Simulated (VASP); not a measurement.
Here is a VASP 6.6.1 calculation.

File INCAR:

```
PREC     = Accurate       # precision mode
ENCUT    = 520            # plane-wave cutoff, eV
EDIFF    = 1E-7           # SCF threshold, eV
ISMEAR   = 0              # smearing method
SIGMA    = 0.05           # smearing width, eV
LREAL    = False          # projectors in reciprocal space
LASPH    = True           # aspherical terms in the spheres
NELM     = 80             # most SCF steps
ALGO     = Normal         # electronic algorithm
ISIF     = 2              # what is computed and relaxed
LWAVE    = False          # write WAVECAR
LCHARG   = False          # write CHGCAR
GGA      = PE             # functional
NBANDS   = 20             # bands
```

File KPOINTS:

```
Automatic mesh
0
Gamma
  8 8 8
```

File POSCAR:

```
CdF2
1.0
    0.0000000000      2.7748200000      2.7748200000
    2.7748200000      0.0000000000      2.7748200000
    2.7748200000      2.7748200000      0.0000000000
Cd F
1 2
Direct
    0.0000000000      0.0000000000      0.0000000000
    0.2500000000      0.2500000000      0.2500000000
    0.7500000000      0.7500000000      0.7500000000
```

Potentials or basis: VASP PAW PBE potentials, release 64 (Cd, F).

The run is started by

```sh
$ cat potpaw_PBE.64/Cd/POTCAR potpaw_PBE.64/F/POTCAR > POTCAR
$ mpirun -np 1 vasp_std > vasp.out
```

Question: What does it give for the band gap on the k mesh?

Answer: 2.76 eV (least direct gap 3.35 eV).

Question: Predict the pressure.

Answer: -2.8 GPa.

Caveat: the cell differs from its parent crystal (strain +0.030 along x and y, +0.030 along z). A k mesh can miss the band edges.
